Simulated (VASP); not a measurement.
# WS2 in VASP: a series of runs

WS2 is run at these levels: PBE; tasks: single point.

Program: VASP 6.6.1. These are calculated values, not measurements. Logs are shortened: lines on timing, memory, paths and dates and some standing lists are left out, and cuts for length are marked.

**1. The cell of the first run**

It takes space group P4/mmm (No. 123, tetragonal). The conventional cell has a = 2.592 Å, b = 2.592 Å, c = 9.234 Å, α = 90.00°, β = 90.00°, γ = 90.00°. Within 3.2 Å of W (site symmetry 4/mmm) lie 2 S at 2.45 Å and 4 W at 2.59 Å. Within 3.2 Å of S (site symmetry 4mm) lie 1 W at 2.45 Å and 4 S at 2.59 Å.

**2. Single point, PBE**

The input, INCAR:

```
  PREC = Accurate
  ENCUT = 520
  EDIFF = 1E-6
  ISMEAR = -1
  SIGMA = 0.05
  LREAL = F
  LASPH = T
  NELM = 80
  ALGO = Normal
  ISIF = 2
  LWAVE = F
  LCHARG = F
  GGA = PE
  NBANDS = 20
```

The input, KPOINTS:

```
Automatic mesh
0
Gamma
  10 10 3
```

The input, POSCAR:

```
WS2
1.0
    2.5917300000      0.0000000000      0.0000000000
    0.0000000000      2.5917300000      0.0000000000
    0.0000000000      0.0000000000      9.2341700000
W S
1 2
Direct
    0.5000000000      0.5000000000      0.5000000000
    0.5000000000      0.5000000000      0.7656600000
    0.5000000000      0.5000000000      0.2343400000
```

Potentials or basis: VASP PAW PBE potentials, release 64 (W_sv, S).

Launch:

```console
$ cat potpaw_PBE.64/W_sv/POTCAR potpaw_PBE.64/S/POTCAR > POTCAR
$ mpirun -np 1 vasp_std > vasp.out
```

OUTCAR:

```text
PREC = Accurate
   ENCUT = 520
   EDIFF = 1E-6
   ISMEAR = -1
   LREAL = F
   LASPH = T
   NELM = 80
   ISIF = 2
   GGA = PE

 ion  position               nearest neighbor table
   1  0.500  0.500  0.500-   2 2.45   3 2.45
   2  0.500  0.500  0.766-   1 2.45
   3  0.500  0.500  0.234-   1 2.45

  LATTYP: Found a simple tetragonal cell.
 ALAT       =     2.5917300000
 C/A-ratio  =     3.5629367257

  Lattice vectors:

 A1 = (   2.5917300000,   0.0000000000,   0.0000000000)
 A2 = (   0.0000000000,   2.5917300000,   0.0000000000)
 A3 = (   0.0000000000,   0.0000000000,   9.2341700000)

Analysis of symmetry for initial positions (statically):
=====================================================================
 Subroutine PRICEL returns:
 Original cell was already a primitive cell.

 Routine SETGRP: Setting up the symmetry group for a
 simple tetragonal supercell.

 Subroutine GETGRP returns: Found 16 space group operations
 (whereof 16 operations were pure point group operations)
 out of a pool of 16 trial point group operations.

The static configuration has the point symmetry D_4h.

Analysis of symmetry for dynamics (positions and initial velocities):
=====================================================================
 Subroutine PRICEL returns:
 Original cell was already a primitive cell.

 Routine SETGRP: Setting up the symmetry group for a
 simple tetragonal supercell.

 Subroutine GETGRP returns: Found 16 space group operations
 (whereof 16 operations were pure point group operations)
 out of a pool of 16 trial point group operations.

The dynamic configuration has the point symmetry D_4h.

 Subroutine INISYM returns: Found 16 space group operations
 (whereof 16 operations are pure point group operations),
 and found     1 'primitive' translations

----------------------------------------------------------------------------------------

                                     Primitive cell

  volume of cell :      62.0265

  direct lattice vectors                    reciprocal lattice vectors
     2.591730000  0.000000000  0.000000000     0.385842661  0.000000000  0.000000000
[... 76 lines left out ...]
   NGX,Y,Z   is equivalent  to a cutoff of  12.83, 12.83, 12.60 a.u.
   NGXF,Y,Z  is equivalent  to a cutoff of  25.66, 25.66, 25.20 a.u.
 SYSTEM =  unknown system
   PREC   = accura    normal or accurate (medium, high low for compatibility)
   ISTART =      0    job   : 0-new  1-cont  2-samecut
   ICHARG =      2    charge: 1-file 2-atom 10-const
   ISPIN  =      1    spin polarized calculation?
   LNONCOLLINEAR =      F non collinear calculations
   LSORBIT =      F    spin-orbit coupling
   LASPH  =      T    aspherical Exc in radial PAW
   ENCUT  =  520.0 eV  38.22 Ry    6.18 a.u.   4.82  4.82 17.17*2*pi/ulx,y,z
   NELM   =     80;   NELMIN=  2; NELMDL= -5     # of ELM steps
   EDIFF  = 0.1E-05   stopping-criterion for ELM
   LREAL  =      F    real-space projection
   EDIFFG = 0.1E-04   stopping-criterion for IOM
   NSW    =      0    number of steps for IOM
   IBRION =     -1    ionic relax: 0-MD 1-quasi-New 2-CG
   NFREE  =      0    steps in history (QN), initial steepest desc. (CG)
   ISIF   =      2    stress and relaxation
   ISYM   =      2    0-nonsym 1-usesym 2-fastsym
   POTIM  = 0.5000    time-step for ionic-motion
   TEBEG  =    0.0;   TEEND  =   0.0 temperature during run
   PSTRESS=    0.0 pullay stress
   NELECT =      26.0000    total number of electrons
   NUPDOWN=      -1.0000    fix difference up-down
   EMIN   =  10.00;   EMAX   =-10.00  energy-range for DOS
   EFERMI =   0.00;   METHOD = LEGACY
   ISMEAR =    -1;   SIGMA  =   0.05  broadening in eV -4-tet -1-fermi 0-gaus
   EFERMI_NEDOS =   21; number of points for ismear=-14 and -15
   IALGO  =     38    algorithm
   IMIX   =      4    mixing-type and parameters
     AMIX     =   0.40;   BMIX     =  1.00
     AMIX_MAG =   1.60;   BMIX_MAG =  1.00
  volume/ion in A,a.u.               =      20.68       139.53
  Fermi-wavevector in a.u.,A,eV,Ry     =   1.225200  2.315291 20.423894  1.501114
  Thomas-Fermi vector in A             =   2.360246
   LORBIT       =      0    0 simple, 1 ext, 2 COOP (PROOUT), +10 PAW based schemes
   GGA     = PE    functional components
   LHFCALC =     F    Hartree Fock is set to
   AEXX    =    0.0000 exact exchange contribution
   IVDW    =     0    specifies the selected vdW correction
   LEPSILON=     F    determine dielectric tensor
   LRPA    =     F    only Hartree local field effects (RPA)
 non-spin polarized calculation
  energy-cutoff  :      520.00
  volume of cell :       62.03
 maximum number of plane-waves:      1690
 NGX is ok and might be reduce to    20
   NGX =  9   NGY =  9   NGZ = 35

 number of electron      26.0000003 magnetization

 Free energy of the ion-electron system (eV)
  ---------------------------------------------------
  ext. energy  EPLUGINS =         0.00000000
  ---------------------------------------------------
  free energy    TOTEN  =       -19.58079057 eV

  energy without entropy =      -19.56157024  energy(sigma->0) =      -19.57118040

 E-fermi :   5.5639     XC(G=0): -10.0257

 val. band max:        5.5635083138   @ k =   0.4000   0.4000   0.0000
 cond. band min:       5.5922153912   @ k =   0.5000   0.4000   0.0000
 fundamental gap:      0.0287070774
 Fermi energy:         5.5638501251

 k-point     1 :       0.0000    0.0000    0.0000
  band No.  band energies     occupation
      1     -68.2311      2.00000
      2     -32.6490      2.00000
      3     -31.6961      2.00000
      4     -31.6961      2.00000
      5     -10.0550      2.00000
      6      -9.7512      2.00000
[... 541 lines left out ...]
     19      11.7115      0.00000
     20      15.0158      0.00000

 [... further k-points ...]
[... 5 lines left out ...]
  --------------------------------------------------------------------------------------
  -------------------------------------------------------------------------------------
  Total        0.3725752      0.3725752      0.1927954      0.0000000     -0.0000000      0.0000000
  in kB        9.6238123      9.6238123      4.9800055      0.0000000     -0.0000000      0.0000000
  external PRESSURE =       8.0758767 kB  Pullay stress =       0.0000000 kB

 VOLUME and BASIS-vectors are now :
 -----------------------------------------------------------------------------
  energy-cutoff  :      520.00
  volume of cell :       62.03
      direct lattice vectors                 reciprocal lattice vectors
     2.591730000  0.000000000  0.000000000     0.385842661  0.000000000  0.000000000
     0.000000000  2.591730000  0.000000000     0.000000000  0.385842661  0.000000000
     0.000000000  0.000000000  9.234170000     0.000000000  0.000000000  0.108293436

 POSITION                                       TOTAL-FORCE (eV/Angst)
 -----------------------------------------------------------------------------------
      1.29587      1.29587      4.61709         0.000000      0.000000      0.000000
      1.29587      1.29587      7.07023         0.000000      0.000000      0.045549
      1.29587      1.29587      2.16394         0.000000      0.000000     -0.045549
 -----------------------------------------------------------------------------------
    total drift:                                0.000000      0.000000      0.000000

  FREE ENERGIE OF THE ION-ELECTRON SYSTEM (eV)
  ---------------------------------------------------
  free  energy   TOTEN  =       -19.5807905700 eV

  energy  without entropy=      -19.5615702395  energy(sigma->0) =      -19.57118040
```

OSZICAR:

```text
N       E                     dE             d eps       ncg     rms          rms(c)
DAV:   1     0.203269486199E+03    0.20327E+03   -0.14808E+04  1824   0.126E+03
DAV:   2    -0.101120238536E+02   -0.21338E+03   -0.20719E+03  2024   0.330E+02
DAV:   3    -0.198771561519E+02   -0.97651E+01   -0.95274E+01  2120   0.675E+01
DAV:   4    -0.200582825507E+02   -0.18113E+00   -0.18067E+00  1920   0.950E+00
DAV:   5    -0.200622476829E+02   -0.39651E-02   -0.39646E-02  2088   0.149E+00    0.216E+01
DAV:   6    -0.196794902430E+02    0.38276E+00   -0.48514E-01  1904   0.581E+00    0.104E+01
DAV:   7    -0.195901737471E+02    0.89316E-01   -0.40444E-01  1912   0.428E+00    0.174E+00
DAV:   8    -0.195847238589E+02    0.54499E-02   -0.13987E-01  1952   0.174E+00    0.119E+00
DAV:   9    -0.195810526589E+02    0.36712E-02   -0.14946E-02  1928   0.825E-01    0.357E-01
DAV:  10    -0.195807860517E+02    0.26661E-03   -0.20545E-03  1924   0.265E-01    0.925E-02
DAV:  11    -0.195807783542E+02    0.76974E-05   -0.23184E-04  1868   0.118E-01    0.370E-02
DAV:  12    -0.195807915592E+02   -0.13205E-04   -0.35930E-05  1788   0.439E-02    0.223E-02
DAV:  13    -0.195807905700E+02    0.98926E-06   -0.55470E-06  1924   0.205E-02
   1 F= -.19580791E+02 E0= -.19571180E+02  d E =-.192203E-01
```

Run time: 35 s. Hardware: 1 thread of Intel Xeon Platinum 8375C at 2.90GHz (Ice Lake), shared host; peak memory 0.2 GiB.

Results:

| Item | Value |
| --- | --- |
| Free energy | -19.5808 eV |
| Pressure | 0.8 GPa |
| Largest force | 0.046 eV/Å |
| Band gap on the k mesh | zero (band 13 reaches 7.92 eV, above the bottom of band 14 at 4.17 eV) |

Forces on the atoms (eV/Å):
```
W    0.000  0.000  0.000
S    0.000  0.000  0.046
S    0.000  0.000 -0.046
```

Caveat: spin-orbit coupling is left out, which moves the levels of the heavy elements; this functional lacks dispersion, which binds the layers, so the pressure and a relaxed spacing across them are unreliable.

**3. Single point, PBE (volume scaled by 1.02)**

The input, INCAR:

```
PREC     = Accurate       # precision mode
ENCUT    = 520            # plane-wave cutoff, eV
EDIFF    = 1E-6           # SCF threshold, eV
ISMEAR   = -1             # smearing method
SIGMA    = 0.05           # smearing width, eV
LREAL    = F              # projectors in reciprocal space
LASPH    = T              # aspherical terms in the spheres
NELM     = 80             # most SCF steps
ALGO     = Normal         # electronic algorithm
ISIF     = 2              # what is computed and relaxed
LWAVE    = F              # write WAVECAR
LCHARG   = T              # write CHGCAR
GGA      = PE             # functional
LELF     = T              # ELF
LVHAR    = T            
NBANDS   = 20             # bands
```

The input, KPOINTS:

```
regular mesh
0
Gamma
  10 10 3
```

The input, POSCAR:

```
WS2
1.0
    2.6088942750      0.0000000000      0.0000000000
    0.0000000000      2.6088942750      0.0000000000
    0.0000000000      0.0000000000      9.2953252259
W S
1 2
Direct
    0.5000000000      0.5000000000      0.5000000000
    0.5000000000      0.5000000000      0.7656600000
    0.5000000000      0.5000000000      0.2343400000
```

Potentials or basis: VASP PAW PBE potentials, release 64 (W_sv, S).

Launch:

```console
$ cat potpaw_PBE.64/W_sv/POTCAR potpaw_PBE.64/S/POTCAR > POTCAR
$ mpirun -np 1 vasp_std > vasp.out
```

Wall time 42 s (1 thread of Intel Xeon Platinum 8375C at 2.90GHz (Ice Lake), shared host); peak memory 0.19 GiB.

It converged, with:

```yaml
Free_energy: -19.5788 eV
Pressure: -1.4 GPa
Largest_force: 0.134 eV/Å
Band_gap_on_the_k_mesh: zero (band 13 reaches 7.63 eV, above the bottom of band 14 at 4.00 eV)
```

Forces on the atoms (eV/Å):
```
W    0.000  0.000  0.000
S    0.000  0.000 -0.134
S    0.000  0.000  0.134
```

Stress tensor (GPa, compression positive):
```
-1.22  0.00  0.00
 0.00 -1.22  0.00
 0.00  0.00 -1.76
```

Levels at points of the mesh, in eV from the Fermi level:
```
           k point  band 10  band 11  band 12  band 13  band 14  band 15  band 16  band 17
(0.00, 0.00, 0.00)    -3.67     1.50     1.50     2.26     2.28     2.28     3.89     3.89
(0.50, 0.00, 0.00)    -3.10    -2.24    -2.19     1.61     1.66     2.64     3.67     4.41
(0.50, 0.50, 0.00)    -4.55    -4.55    -2.29    -0.75    -0.75    -0.34     3.99     4.44
```

Caveat: spin-orbit coupling is left out, which moves the levels of the heavy elements; this functional lacks dispersion, which binds the layers, so the pressure and a relaxed spacing across them are unreliable.

**4. Single point, PBE (volume scaled by 1.04)**

The input, INCAR:

```
SYSTEM = WS2
ALGO     = Normal         ! electronic algorithm
EDIFF    = 1E-6           ! SCF threshold, eV
ENCUT    = 520            ! plane-wave cutoff, eV
GGA      = PE             ! functional
ISIF     = 2              ! what is computed and relaxed
ISMEAR   = -1             ! smearing method
LASPH    = .TRUE.         ! aspherical terms in the spheres
LCHARG   = .FALSE.        ! write CHGCAR
LREAL    = .FALSE.        ! projectors in reciprocal space
LWAVE    = .FALSE.        ! write WAVECAR
NBANDS   = 20             ! bands
NELM     = 100            ! most SCF steps
PREC     = Accurate       ! precision mode
SIGMA    = 0.05           ! smearing width, eV
```

The input, KPOINTS:

```
k-points
0
G
  10 10 3
  0 0 0
```

The input, POSCAR:

```
WS2
1.0
    2.6258356217      0.0000000000      0.0000000000
    0.0000000000      2.6258356217      0.0000000000
    0.0000000000      0.0000000000      9.3556861720
W S
1 2
Direct
    0.5000000000      0.5000000000      0.5000000000
    0.5000000000      0.5000000000      0.7656600000
    0.5000000000      0.5000000000      0.2343400000
```

Launch:

```console
$ cat potpaw_PBE.64/W_sv/POTCAR potpaw_PBE.64/S/POTCAR > POTCAR
$ mpirun -np 1 vasp_std > vasp.out
```

Wall time 44 s (1 thread of Intel Xeon Platinum 8375C at 2.90GHz (Ice Lake), shared host); peak memory 0.2 GiB.

It converged, with:

```
Free energy            : -19.5605 eV
Pressure               : -3.4 GPa
Largest force          : 0.300 eV/Å
Band gap on the k mesh : zero (band 13 reaches 7.34 eV, above the bottom of band 14 at 3.83 eV)
```

Forces in eV/Å, atoms in the order of the input:
```
W    0.000  0.000  0.000
S    0.000  0.000 -0.300
S    0.000  0.000  0.300
```

Stress tensor (GPa, compression positive):
```
-3.21  0.00  0.00
 0.00 -3.21  0.00
 0.00  0.00 -3.79
```

Levels at points of the mesh, in eV from the Fermi level:
| k point | band 9 | band 10 | band 11 | band 12 | band 13 | band 14 | band 15 | band 16 | band 17 | band 18 |
| --- | --- | --- | --- | --- | --- | --- | --- | --- | --- | --- |
| (0.00, 0.00, 0.00) | -4.45 | -3.59 | 1.46 | 1.46 | 2.22 | 2.22 | 2.27 | 3.79 | 3.79 | 5.27 |
| (0.50, 0.00, 0.00) | -4.18 | -3.04 | -2.21 | -2.11 | 1.60 | 1.63 | 2.56 | 3.56 | 4.33 | 4.63 |
| (0.50, 0.50, 0.00) | -4.53 | -4.45 | -4.45 | -2.27 | -0.71 | -0.71 | -0.36 | 4.10 | 4.54 | 5.55 |

Caveat: spin-orbit coupling is left out, which moves the levels of the heavy elements; this functional lacks dispersion, which binds the layers, so the pressure and a relaxed spacing across them are unreliable.

[end of part 1 of 2]
